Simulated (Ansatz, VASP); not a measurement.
## Two plane-wave programs on Te2Mo

```xyz
6
Lattice="3.5657 0.0000 0.0000 -1.7828 3.0879 0.0000 0.0000 0.0000 14.6478" Properties=species:S:1:pos:R:3 pbc="T T T"
Te    0.0000    2.0586    9.1962
Te    1.7828    1.0293    1.8723
Te    1.7828    1.0293    5.4516
Te    0.0000    2.0586   12.7755
Mo    0.0000    2.0586    3.6619
Mo    1.7828    1.0293   10.9858
```

Alike in both runs: task relaxation of cell and atoms; functional PBEsol; k mesh 12 × 12 × 2; occupations gaussian, width 0.02 eV; no spin polarisation.

```csv
,VASP,Ansatz
version,VASP 6.6.1,Ansatz 0.2.0
potentials or method,"VASP PAW PBE potentials, release 64 (Te, Mo_sv), cutoff 600 eV","scalar-relativistic, plane waves, PAW"
valence electrons in the cell,52,92
```

```csv
,VASP,Ansatz,Ansatz less VASP
"gap on the k mesh at the Fermi level, each at its own relaxed structure (eV)",0.76,0.77,+0.011
relaxed volume (Å³/atom),24.67,24.68,+0.014
relaxed length of the cell vector where the two differ most in proportion (Å),13.997,14.006,+0.0085
```

VASP's potentials were made for PBE, not for PBEsol. VASP's potentials hold 52 valence electrons a cell and Ansatz's 92, so a difference there can come from the potentials and not from the codes.

Spin-orbit coupling is off throughout.
